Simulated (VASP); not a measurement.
# WF3 (R-3m) in VASP: further runs, part 2 of 2

VASP 6.6.1.

### 3 Single point, PBE, collinear spin

This run uses another cell than the first one, of 17.81 Å³/atom.

Input file INCAR:

```
SYSTEM = WF3
PREC     = Accurate       ! precision mode
ENCUT    = 520            ! plane-wave cutoff, eV
EDIFF    = 1E-6           ! SCF threshold, eV
ISMEAR   = 0              ! smearing method
SIGMA    = 0.1            ! smearing width, eV
LREAL    = .False.        ! projectors in reciprocal space
LASPH    = .True.         ! aspherical terms in the spheres
NELM     = 150            ! most SCF steps
ALGO     = Normal         ! electronic algorithm
ISIF     = 2              ! what is computed and relaxed
LWAVE    = .False.        ! write WAVECAR
LCHARG   = .False.        ! write CHGCAR
ISPIN    = 2              ! spin polarisation
MAGMOM   = 1.63 0.1 0.1 0.1 ! initial moments
LORBIT   = 11             ! projections on sites
LMAXMIX  = 4              ! l up to which the mixer works
GGA      = PE             ! functional
NBANDS   = 30             ! bands
```

Input file KPOINTS:

```
regular mesh
0
Gamma
  6 6 6
  0 0 0
```

Input file POSCAR:

```
WF3
1.0
    2.8690039580      1.6564202075      2.4983220174
   -2.8690039580      1.6564202075      2.4983220174
    0.0000000000     -3.3128404149      2.4983220174
W F
1 3
Direct
    0.0000000000      0.0000000000      0.0000000000
    0.0000000000      0.0000000000      0.5000000000
    0.5000000000      0.0000000000      0.0000000000
    0.0000000000      0.5000000000      0.0000000000
```

Potentials or basis: VASP PAW PBE potentials, release 64 (W_sv, F).

The run is started by

```sh
cat potpaw_PBE.64/W_sv/POTCAR potpaw_PBE.64/F/POTCAR > POTCAR
mpirun -np 1 vasp_std > vasp.out
```

OUTCAR:

```text
SYSTEM = WF3
   PREC = Accurate
   ENCUT = 520
   EDIFF = 1E-6
   ISMEAR = 0
   LREAL = .False.
   LASPH = .True.
   NELM = 150
   ISIF = 2
   ISPIN = 2
   LORBIT = 11
   GGA = PE

 ion  position               nearest neighbor table
   1  0.000  0.000  0.000-   2 2.07   2 2.07   4 2.07   3 2.07   4 2.07   3 2.07
   2  0.000  0.000  0.500-   1 2.07   1 2.07
   3  0.500  0.000  0.000-   1 2.07   1 2.07
   4  0.000  0.500  0.000-   1 2.07   1 2.07

  LATTYP: Found a trigonal (rhomboedric) cell.
 ALAT       =     4.1492799999
 COS(alpha) =     0.0438042588

  Lattice vectors:

 A1 = (   2.8690039580,   1.6564202075,   2.4983220174)
 A2 = (  -2.8690039580,   1.6564202075,   2.4983220174)
 A3 = (   0.0000000000,  -3.3128404149,   2.4983220174)

Analysis of symmetry for initial positions (statically):
=====================================================================
 Subroutine PRICEL returns:
 Original cell was already a primitive cell.

 Routine SETGRP: Setting up the symmetry group for a
 trigonal (rhombohedral) supercell.

 Subroutine GETGRP returns: Found 12 space group operations
 (whereof 12 operations were pure point group operations)
 out of a pool of 12 trial point group operations.

The static configuration has the point symmetry D_3d.

Analysis of symmetry for dynamics (positions and initial velocities):
=====================================================================
 Subroutine PRICEL returns:
 Original cell was already a primitive cell.

 Routine SETGRP: Setting up the symmetry group for a
 trigonal (rhombohedral) supercell.

 Subroutine GETGRP returns: Found 12 space group operations
 (whereof 12 operations were pure point group operations)
 out of a pool of 12 trial point group operations.

The dynamic configuration has the point symmetry D_3d.

Analysis of structural, dynamic, and magnetic symmetry:
=====================================================================
[... 163 lines left out ...]

 val. band max:        3.0155129112   @ k =   0.5000   0.5000   0.5000
 cond. band min:       3.1105038384   @ k =   0.0000   0.0000   0.0000
 fundamental gap:      0.0949909272
 Fermi energy:         3.0733514545

 spin component 1

 k-point     1 :       0.0000    0.0000    0.0000
  band No.  band energies     occupation
      1     -73.2999      1.00000
      2     -37.7635      1.00000
      3     -37.7149      1.00000
      4     -37.7149      1.00000
      5     -23.4646      1.00000
      6     -23.1505      1.00000
[... 757 lines left out ...]
     28      15.2691      0.00000
     29      15.5341      0.00000

 [... further k-points ...]

 spin component 2

 k-point     1 :       0.0000    0.0000    0.0000
  band No.  band energies     occupation
      1     -72.1242      1.00000
      2     -36.2358      1.00000
      3     -36.1233      1.00000
      4     -36.1233      1.00000
      5     -23.2992      1.00000
      6     -23.0001      1.00000
[... 757 lines left out ...]
     28      15.9952      0.00000
     29      16.2631      0.00000

 [... further k-points ...]

 [bands above 29 left out]

------------------------ aborting loop because EDIFF is reached ----------------------------------------

  FORCE on cell =-STRESS in cart. coord.  units (eV):
  Direction    XX          YY          ZZ          XY          YZ          ZX
  --------------------------------------------------------------------------------------
  -------------------------------------------------------------------------------------
  Total        0.4040433      0.4040433      0.3148076     -0.0000000      0.0000000      0.0000000
  in kB        9.0873490      9.0873490      7.0803456     -0.0000000      0.0000000      0.0000000
  external PRESSURE =       8.4183478 kB  Pullay stress =       0.0000000 kB

 VOLUME and BASIS-vectors are now :
 -----------------------------------------------------------------------------
  energy-cutoff  :      520.00
  volume of cell :       71.24
      direct lattice vectors                 reciprocal lattice vectors
     2.869003958  1.656420208  2.498322017     0.174276511  0.100618591  0.133422886
    -2.869003958  1.656420208  2.498322017    -0.174276511  0.100618591  0.133422886
     0.000000000 -3.312840415  2.498322017     0.000000000 -0.201237181  0.133422886

 POSITION                                       TOTAL-FORCE (eV/Angst)
 -----------------------------------------------------------------------------------
      0.00000      0.00000      0.00000        -0.000000     -0.000000      0.000000
      0.00000     -1.65642      1.24916         0.000000     -0.000000      0.000000
      1.43450      0.82821      1.24916        -0.000000      0.000000     -0.000000
     -1.43450      0.82821      1.24916         0.000000     -0.000000      0.000000
 -----------------------------------------------------------------------------------
    total drift:                                0.000000      0.000000     -0.000000

  FREE ENERGIE OF THE ION-ELECTRON SYSTEM (eV)
  ---------------------------------------------------
  free  energy   TOTEN  =       -25.5513278306 eV

  energy  without entropy=      -25.5502027159  energy(sigma->0) =      -25.55076527

 total charge

# of ion       s       p       d       tot
------------------------------------------
    1        2.189   6.184   3.274  11.648
    2        1.728   4.381   0.000   6.109
    3        1.728   4.381   0.000   6.109
    4        1.728   4.381   0.000   6.109
--------------------------------------------------
tot          7.374  19.327   3.274  29.975

 magnetization (x)

# of ion       s       p       d       tot
------------------------------------------
    1        0.020   0.014   2.357   2.390
    2       -0.001   0.070   0.000   0.069
    3       -0.001   0.070   0.000   0.069
    4       -0.001   0.070   0.000   0.069
--------------------------------------------------
tot          0.018   0.223   2.357   2.598
```

Wall time 3.1 min (1 thread of AMD EPYC 7R13, shared host); peak memory 0.26 GiB.

What came out:

```
Free energy                                           : -25.5513 eV
Pressure                                              : 0.8 GPa
Band gap on the k mesh                                : 0.10 eV (least direct gap 1.12 eV)
Net moment                                            : 2.99 μB per cell
Site moments                                          : W +2.39; F +0.07 μB
Valence electrons inside the program's atomic spheres : W 11.65; F 6.11
```

Caveat: spin-orbit coupling is left out, which moves the levels of the heavy elements. A k mesh can miss the band edges.

### 4 Relaxation of cell and atoms, PBE, collinear spin

Input file INCAR:

```
SYSTEM = WF3
ALGO     = Normal         ! electronic algorithm
EDIFF    = 1E-6           ! SCF threshold, eV
EDIFFG   = -0.04          ! ionic threshold
ENCUT    = 600            ! plane-wave cutoff, eV
GGA      = PE             ! functional
IBRION   = 2              ! ionic algorithm
ISIF     = 3              ! what is computed and relaxed
ISMEAR   = 0              ! smearing method
ISPIN    = 2              ! spin polarisation
LASPH    = .TRUE.         ! aspherical terms in the spheres
LCHARG   = .FALSE.        ! write CHGCAR
LMAXMIX  = 4              ! l up to which the mixer works
LORBIT   = 11             ! projections on sites
LREAL    = .FALSE.        ! projectors in reciprocal space
LWAVE    = .FALSE.        ! write WAVECAR
MAGMOM   = 1.63 0.1 0.1 0.1 ! initial moments
NELM     = 150            ! most SCF steps
NSW      = 90             ! ionic steps
PREC     = Accurate       ! precision mode
SIGMA    = 0.1            ! smearing width, eV
```

Input file KPOINTS:

```
k-points
0
G
  6 6 6
  0 0 0
```

Input file POSCAR:

```
WF3
1.0
    2.5705614700      1.4841143600      2.2348904500
   -2.5705614700      1.4841143600      2.2348904500
    0.0000000000     -2.9682287200      2.2348904500
W F
1 3
Direct
    0.0000000000      0.0000000000      0.0000000000
    0.0000000000      0.0000000000      0.5000000000
    0.5000000000      0.0000000000      0.0000000000
    0.0000000000      0.5000000000      0.0000000000
```

The run is started by

```sh
cat potpaw_PBE.64/W_sv/POTCAR potpaw_PBE.64/F/POTCAR > POTCAR
mpirun -np 1 vasp_std > vasp.out
```

It took 7.4 min on 1 thread of AMD EPYC 7R13, shared host; peak memory 0.23 GiB.

Results (log left out):

- Free energy: -25.5012 eV
- Relaxed volume: 17.81 Å³/atom
- Relaxed cell: a = 4.152 Å, b = 4.152 Å, c = 4.152 Å, α = 86.92°, β = 86.92°, γ = 86.92°
- Space group after relaxing (to 0.1 Å): R-3m (No. 166)
- Energy gained by relaxing: 723.9 meV/atom
- Ionic steps: 4
- Pressure after relaxing: 0.1 GPa
- Band gap on the k mesh: 0.07 eV (least direct gap 1.12 eV)
- Net moment: 2.99 μB per cell
- Site moments: W +2.39; F +0.07 μB
- Valence electrons inside the program's atomic spheres: W 11.64; F 6.12

Stress tensor (GPa, compression positive):
```
 0.24  0.00  0.00
 0.00  0.24  0.00
 0.00  0.00 -0.24
```

The path:
```
step  energy change (eV)  largest force (eV/Å)  pressure (GPa)  volume (Å³)
   1              0.0000                0.0000           63.63        51.16
   2             -0.5147                0.0000          -23.08        98.70
   3             -2.8948                0.0000           -0.61        71.71
   4             -2.8956                0.0000            0.08        71.25
```

Final structure:
```xyz
4
Lattice="2.8556 1.6487 2.5225 -2.8556 1.6487 2.5225 0.0000 -3.2973 2.5225" Properties=species:S:1:pos:R:3 pbc="T T T"
W     0.0000    0.0000    0.0000
F     0.0000   -1.6487    1.2613
F     1.4278    0.8243    1.2613
F    -1.4278    0.8243    1.2613
```

Levels at points of the mesh, in eV from the valence-band top:
Spin up:
| k point | band 15 | band 16 | band 17 | band 18 | band 19 | band 20 | band 21 | band 22 |
| --- | --- | --- | --- | --- | --- | --- | --- | --- |
| (0.00, 0.00, 0.00) | -6.77 | -6.71 | -2.26 | -2.22 | -2.22 | 0.45 | 0.50 | 0.50 |
| (0.50, 0.00, 0.00) | -6.93 | -6.75 | -2.20 | -0.99 | -0.97 | 0.55 | 1.25 | 4.80 |
| (0.50, 0.50, 0.00) | -7.16 | -6.32 | -0.99 | -0.92 | -0.09 | 1.03 | 4.49 | 5.88 |
| (0.50, 0.50, 0.50) | -6.32 | -6.32 | -0.08 | -0.08 | 0.00 | 4.50 | 4.50 | 5.58 |
Spin down:
| k point | band 13 | band 14 | band 15 | band 16 | band 17 | band 18 | band 19 | band 20 |
| --- | --- | --- | --- | --- | --- | --- | --- | --- |
| (0.00, 0.00, 0.00) | -6.81 | -6.58 | -6.58 | -6.49 | 0.07 | 0.19 | 0.19 | 1.18 |
| (0.50, 0.00, 0.00) | -7.19 | -6.82 | -6.72 | -6.55 | 0.21 | 1.20 | 1.26 | 1.73 |
| (0.50, 0.50, 0.00) | -7.13 | -6.94 | -6.93 | -6.11 | 1.27 | 1.30 | 2.05 | 2.26 |
| (0.50, 0.50, 0.50) | -8.15 | -6.11 | -6.11 | -6.11 | 2.14 | 2.14 | 2.17 | 5.47 |

Caveat: the volume moved by over 15 % at a fixed basis, so the end points are rough; spin-orbit coupling is left out, which moves the levels of the heavy elements. A k mesh can miss the band edges.

### 5 Overview

| task | cell | cutoff (eV) | gap on the mesh (eV) | pressure (GPa) | moment (μB) |
| --- | --- | --- | --- | --- | --- |
| single point | a = 3.716 Å, angles 87.6°, 4 atoms | 520 | none | 63.8 | 0.85 |
| single point | a = 4.149 Å, angles 87.5°, 4 atoms | 520 | 0.10 | 0.8 | 2.99 |
| relaxation of cell and atoms | relaxed from a = 3.716 Å, angles 87.6°, 4 atoms | 600 | 0.07 | 0.1 | 2.99 |

Alike in all rows: level PBE; potentials or basis VASP PAW PBE potentials, release 64 (W_sv, F); spin collinear; k mesh 6 × 6 × 6; smearing gaussian 0.1 eV.

Caveats: spin-orbit coupling is left out, which moves the levels of the heavy elements; the stress differs along the axes, from 61 to 70 GPa (at least some runs); the volume moved by over 15 % at a fixed basis, so the end points are rough (at least some runs).

Absolute energies hang on the potentials; compare differences alone.

The gap in the log of VASP goes by the Fermi energy; the results here count the filled bands.